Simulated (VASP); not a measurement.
# MnO (P6_3mc) in VASP: relaxation of cell and atoms with r2SCAN

Aim: the relaxation of cell and atoms of MnO with r2SCAN.

Everything below comes from runs of VASP 6.6.1. Logs are shortened: lines on timing, memory, paths and dates and some standing lists are left out, and cuts for length are marked.

### Step 1. The cell of the first run

Symmetry: P6_3mc, No. 186, hexagonal system. The conventional cell has a = 3.372 Å, b = 3.372 Å, c = 5.386 Å, α = 90.00°, β = 90.00°, γ = 120.00°. Mn (site symmetry 3m) has 4 O at 1.96 to 2.08 Å within 2.6 Å. Within 2.6 Å of O (site symmetry 3m) lie 4 Mn at 1.96 to 2.08 Å.

### Step 2. Relaxation of cell and atoms, r2SCAN, collinear spin, ferromagnetic start

POSCAR reads:

```
MnO
1.0
    3.3717000000      0.0000000000      0.0000000000
   -1.6858500000      2.9199778539      0.0000000000
    0.0000000000      0.0000000000      5.3855000000
Mn O
2 2
Direct
    0.6666666667      0.3333333333      0.5109600000
    0.3333333333      0.6666666667      0.0109600000
    0.6666666667      0.3333333333      0.8754700000
    0.3333333333      0.6666666667      0.3754700000
```

INCAR.step1 reads:

```
SYSTEM = MnO
ALGO     = Normal         ! electronic algorithm
EDIFF    = 1E-4           ! SCF threshold, eV
ENCUT    = 600            ! plane-wave cutoff, eV
GGA      = PE             ! functional
ISMEAR   = -1             ! smearing method
ISPIN    = 2              ! spin polarisation
LASPH    = .TRUE.         ! aspherical terms in the spheres
LCHARG   = .FALSE.        ! write CHGCAR
LMAXMIX  = 4              ! l up to which the mixer works
LREAL    = .FALSE.        ! projectors in reciprocal space
LWAVE    = .TRUE.         ! write WAVECAR
MAGMOM   = 4 4 0 0        ! initial moments
NELM     = 150            ! most SCF steps
PREC     = Accurate       ! precision mode
SIGMA    = 0.05           ! smearing width, eV
```

INCAR.step2 reads:

```
SYSTEM = MnO
ALGO     = Normal         ! electronic algorithm
EDIFF    = 1E-7           ! SCF threshold, eV
EDIFFG   = -0.01          ! ionic threshold
ENCUT    = 600            ! plane-wave cutoff, eV
IBRION   = 2              ! ionic algorithm
ISIF     = 3              ! what is computed and relaxed
ISMEAR   = -1             ! smearing method
ISPIN    = 2              ! spin polarisation
ISTART   = 1            
LASPH    = .TRUE.         ! aspherical terms in the spheres
LCHARG   = .FALSE.        ! write CHGCAR
LMAXMIX  = 4              ! l up to which the mixer works
LMIXTAU  = .TRUE.       
LORBIT   = 11             ! projections on sites
LREAL    = .FALSE.        ! projectors in reciprocal space
LWAVE    = .FALSE.        ! write WAVECAR
MAGMOM   = 4 4 0 0        ! initial moments
METAGGA  = R2SCAN         ! meta-GGA
NELM     = 150            ! most SCF steps
NSW      = 60             ! ionic steps
PREC     = Accurate       ! precision mode
SIGMA    = 0.05           ! smearing width, eV
```

KPOINTS reads:

```
k-points
0
G
  9 9 5
  0 0 0
```

Potentials or basis: VASP PAW PBE potentials, release 64 (Mn_pv, O).

Started as:

```
$ cat potpaw_PBE.64/Mn_pv/POTCAR potpaw_PBE.64/O/POTCAR > POTCAR
$ cp INCAR.step1 INCAR
$ mpirun -np 1 vasp_std > vasp.out
$ cp INCAR.step2 INCAR
$ mpirun -np 1 vasp_std > vasp.out
```

OUTCAR:

```text
SYSTEM = MnO
   EDIFF = 1E-7
   EDIFFG = -0.01
   ENCUT = 600
   IBRION = 2
   ISIF = 3
   ISMEAR = -1
   ISPIN = 2
   ISTART = 1
   LASPH = .TRUE.
   LORBIT = 11
   LREAL = .FALSE.
   METAGGA = R2SCAN
   NELM = 150
   NSW = 60
   PREC = Accurate

 ion  position               nearest neighbor table
   1  0.667  0.333  0.511-   3 1.96   4 2.08   4 2.08   4 2.08
   2  0.333  0.667  0.011-   4 1.96   3 2.08   3 2.08   3 2.08
   3  0.667  0.333  0.875-   1 1.96   2 2.08   2 2.08   2 2.08
   4  0.333  0.667  0.375-   2 1.96   1 2.08   1 2.08   1 2.08

  LATTYP: Found a hexagonal cell.
 ALAT       =     3.3717000000
 C/A-ratio  =     1.5972654744

  Lattice vectors:

 A1 = (   3.3717000000,   0.0000000000,   0.0000000000)
 A2 = (  -1.6858500000,   2.9199778539,   0.0000000000)
 A3 = (   0.0000000000,   0.0000000000,   5.3855000000)

Analysis of symmetry for initial positions (statically):
=====================================================================
 Subroutine PRICEL returns:
 Original cell was already a primitive cell.

 Routine SETGRP: Setting up the symmetry group for a
 hexagonal supercell.

 Subroutine GETGRP returns: Found 12 space group operations
 (whereof  6 operations were pure point group operations)
 out of a pool of 24 trial point group operations.

The static configuration has the point symmetry C_3v.
 The point group associated with its full space group is C_6v.

Analysis of symmetry for dynamics (positions and initial velocities):
=====================================================================
 Subroutine PRICEL returns:
 Original cell was already a primitive cell.

 Routine SETGRP: Setting up the symmetry group for a
 hexagonal supercell.

 Subroutine GETGRP returns: Found 12 space group operations
 (whereof  6 operations were pure point group operations)
 out of a pool of 24 trial point group operations.

The dynamic configuration has the point symmetry C_3v.
 The point group associated with its full space group is C_6v.

Analysis of structural, dynamic, and magnetic symmetry:
=====================================================================
 Subroutine PRICEL returns:
 Original cell was already a primitive cell.

 Routine SETGRP: Setting up the symmetry group for a
 hexagonal supercell.

 Subroutine GETGRP returns: Found 12 space group operations
 (whereof  6 operations were pure point group operations)
 out of a pool of 24 trial point group operations.

[... 134 lines left out ...]
   LEPSILON=     F    determine dielectric tensor
   LRPA    =     F    only Hartree local field effects (RPA)
 conjugate gradient relaxation of ions
 spin polarized calculation
  energy-cutoff  :      600.00
  volume of cell :       53.02
 maximum number of plane-waves:      1785
 NGX is ok and might be reduce to    28
   NGX = 13   NGY = 13   NGZ = 21

--------------------------------------- Ionic step        1  -------------------------------------------

 number of electron      37.9999998 magnetization      10.0000004

 number of electron      37.9999998 magnetization       9.9999996

 Free energy of the ion-electron system (eV)
  ---------------------------------------------------
  ext. energy  EPLUGINS =         0.00000000
  ---------------------------------------------------
  free energy    TOTEN  =       -48.76191517 eV

  energy without entropy =      -48.76092043  energy(sigma->0) =      -48.76141780

------------------------ aborting loop because EDIFF is reached ----------------------------------------

  FORCE on cell =-STRESS in cart. coord.  units (eV):
  Direction    XX          YY          ZZ          XY          YZ          ZX
  --------------------------------------------------------------------------------------
  -------------------------------------------------------------------------------------
  Total        0.3881564      0.3881564      3.2573010      0.0000000     -0.0000000      0.0000000
  in kB       11.7290496     11.7290496     98.4269345      0.0000000     -0.0000000      0.0000000
  external PRESSURE =      40.6283446 kB  Pullay stress =       0.0000000 kB
[... 97 lines left out ...]
  FREE ENERGIE OF THE ION-ELECTRON SYSTEM (eV)
  ---------------------------------------------------
  free  energy   TOTEN  =       -48.8320769266 eV

  energy  without entropy=      -48.8306962475  energy(sigma->0) =      -48.83138659

[... ionic steps 4 to 9 ...]

--------------------------------------- Ionic step       10  -------------------------------------------

 number of electron      38.0000001 magnetization       9.9999999

------------------------ aborting loop because EDIFF is reached ----------------------------------------
[... 73 lines left out ...]
--------------------------------------- Ionic step       12  -------------------------------------------

 number of electron      38.0000000 magnetization       9.9999999

 Free energy of the ion-electron system (eV)
  ---------------------------------------------------
  ext. energy  EPLUGINS =         0.00000000
  ---------------------------------------------------
  free energy    TOTEN  =       -48.84773510 eV

  energy without entropy =      -48.84646402  energy(sigma->0) =      -48.84709956

 E-fermi :   5.2801     XC(G=0): -11.0957

 val. band max:        5.2088435230   @ k =   0.0000   0.0000   0.2000
 cond. band min:       5.2851650118   @ k =   0.0000   0.0000   0.0000
 fundamental gap:      0.0763214888
 Fermi energy:         5.2801240692

 spin component 1

 k-point     1 :       0.0000    0.0000    0.0000
  band No.  band energies     occupation
      1     -47.3359      1.00000
      2     -47.3035      1.00000
      3     -47.2906      1.00000
      4     -47.2905      1.00000
      5     -47.2849      1.00000
      6     -47.2848      1.00000
[... 709 lines left out ...]
     26      11.7403      0.00000
     27      11.8774      0.00000

 [... further k-points ...]

 spin component 2

 k-point     1 :       0.0000    0.0000    0.0000
  band No.  band energies     occupation
      1     -41.0591      1.00000
      2     -41.0105      1.00000
      3     -40.9968      1.00000
      4     -40.9968      1.00000
      5     -40.9884      1.00000
      6     -40.9884      1.00000
[... 742 lines left out ...]
  FREE ENERGIE OF THE ION-ELECTRON SYSTEM (eV)
  ---------------------------------------------------
  free  energy   TOTEN  =       -48.8477350951 eV

  energy  without entropy=      -48.8464640250  energy(sigma->0) =      -48.84709956

 reached required accuracy - stopping structural energy minimisation

 total charge

# of ion       s       p       d       tot
------------------------------------------
    1        0.239   6.210   4.939  11.388
    2        0.239   6.210   4.939  11.388
    3        1.553   3.486   0.000   5.039
    4        1.553   3.486   0.000   5.039
--------------------------------------------------
tot          3.584  19.392   9.878  32.854

 magnetization (x)

# of ion       s       p       d       tot
------------------------------------------
    1        0.032   0.053   4.411   4.497
    2        0.032   0.053   4.411   4.497
    3        0.021   0.165   0.000   0.186
    4        0.021   0.165   0.000   0.186
--------------------------------------------------
tot          0.107   0.437   8.822   9.365
```

OSZICAR.step1:

```text
N       E                     dE             d eps       ncg     rms          rms(c)
DAV:   1     0.477867956657E+03    0.47787E+03   -0.23525E+04  3888   0.183E+03
DAV:   2     0.809222270088E+01   -0.46978E+03   -0.44536E+03  4012   0.504E+02
DAV:   3    -0.370252244386E+02   -0.45117E+02   -0.43848E+02  4165   0.159E+02
DAV:   4    -0.381783386291E+02   -0.11531E+01   -0.11444E+01  4153   0.265E+01
DAV:   5    -0.381918149062E+02   -0.13476E-01   -0.13472E-01  4172   0.325E+00    0.225E+01
DAV:   6    -0.334954313458E+02    0.46964E+01   -0.41626E+01  4743   0.576E+01    0.205E+01
DAV:   7    -0.327698516420E+02    0.72558E+00   -0.51525E+00  4076   0.296E+01    0.129E+01
DAV:   8    -0.328080428467E+02   -0.38191E-01   -0.62535E-01  4118   0.514E+00    0.748E+00
DAV:   9    -0.327721736002E+02    0.35869E-01   -0.15306E-01  4060   0.353E+00    0.163E+00
DAV:  10    -0.327783059848E+02   -0.61324E-02   -0.32339E-02  4234   0.189E+00    0.623E-01
DAV:  11    -0.327809375735E+02   -0.26316E-02   -0.39051E-03  4128   0.581E-01    0.170E-01
DAV:  12    -0.327811681185E+02   -0.23054E-03   -0.22622E-04  3511   0.148E-01    0.710E-02
DAV:  13    -0.327812111252E+02   -0.43007E-04   -0.45709E-05  2580   0.734E-02
   1 F= -.32781211E+02 E0= -.32779931E+02  d E =-.255928E-02  mag=     9.9900
```

It took 2.7 h on 1 thread of Oxide Virtual Turin-like, shared host; peak memory 0.27 GiB.

Results:

| Item | Value |
| --- | --- |
| Free energy | -48.8477 eV |
| Relaxed volume | 13.55 Å³/atom |
| Relaxed cell | a = 3.429 Å, b = 3.429 Å, c = 5.325 Å, α = 90.00°, β = 90.00°, γ = 120.00° |
| Space group after relaxing (to 0.1 Å) | P6_3mc (No. 186) |
| Energy gained by relaxing | 21.5 meV/atom |
| Ionic steps | 12 |
| Pressure after relaxing | 0.1 GPa |
| Largest force after relaxing | 0.006 eV/Å |
| Band gap on the k mesh | zero (filled and empty bands overlap) |
| Net moment | 10.00 μB per cell |
| Site moments | Mn +4.50; O +0.19 μB |
| Valence electrons inside the program's atomic spheres | Mn 11.39; O 5.04 |

Forces on the atoms (eV/Å):
```
Mn   0.000  0.000 -0.006
Mn   0.000  0.000 -0.006
O    0.000  0.000  0.006
O    0.000  0.000  0.006
```

Step by step:
| step | energy change (eV) | largest force (eV/Å) | pressure (GPa) | volume (Å³) |
| --- | --- | --- | --- | --- |
| 1 | 0.0000 | 0.7435 | 4.06 | 53.02 |
| 2 | -0.0519 | 0.1076 | -2.61 | 55.62 |
| 3 | -0.0702 | 0.1145 | -0.61 | 54.66 |
| 4 | -0.0735 | 0.0722 | 0.15 | 54.32 |
| 5 | -0.0742 | 0.0530 | 0.50 | 54.17 |
| 6 | -0.0743 | 0.0143 | 1.21 | 53.87 |
| 7 | -0.0745 | 0.0368 | 0.79 | 54.05 |
| 8 | -0.0766 | 0.0286 | 0.69 | 54.09 |
| 9 | -0.0814 | 0.0063 | 0.35 | 54.20 |
| 10 | -0.0852 | 0.0259 | -0.34 | 54.42 |
| 11 | -0.0858 | 0.0112 | 0.17 | 54.18 |
| 12 | -0.0858 | 0.0057 | 0.10 | 54.21 |

Final structure:
```yaml
crystal:
  lattice:
    - [3.42862, 0.00000, 0.00000]
    - [-1.71431, 2.96927, 0.00000]
    - [0.00000, 0.00000, 5.32508]
  atoms:
    - { symbol: Mn, position: [0.66667, 0.33333, 0.49760] }
    - { symbol: Mn, position: [0.33333, 0.66667, 0.99760] }
    - { symbol: O, position: [0.66667, 0.33333, 0.88883] }
    - { symbol: O, position: [0.33333, 0.66667, 0.38883] }
```

Levels at points of the mesh, in eV from the Fermi level:
Spin up:
```
           k point  band 20  band 21  band 22  band 23  band 24  band 25  band 26  band 27
(0.00, 0.00, 0.00)    -1.02    -0.76    -0.76    -0.47     0.01     0.01     4.22     6.16
```
Spin down:
| k point | band 10 | band 11 | band 12 | band 13 | band 14 | band 15 | band 16 | band 17 | band 18 | band 19 |
| --- | --- | --- | --- | --- | --- | --- | --- | --- | --- | --- |
| (0.00, 0.00, 0.00) | -4.77 | -4.77 | -4.73 | -4.73 | -4.38 | 0.54 | 2.27 | 2.27 | 2.78 | 3.13 |

Caveat: the PAW data sets were made with another functional, which shifts forces and pressure a little; semilocal functionals often make such compounds metallic where correlation or magnetic order opens a gap, which also shifts bond lengths; the run started ferromagnetic, and an antiferromagnetic order may lie lower in energy.

The gap in the log of VASP goes by the Fermi energy; the results here count the filled bands.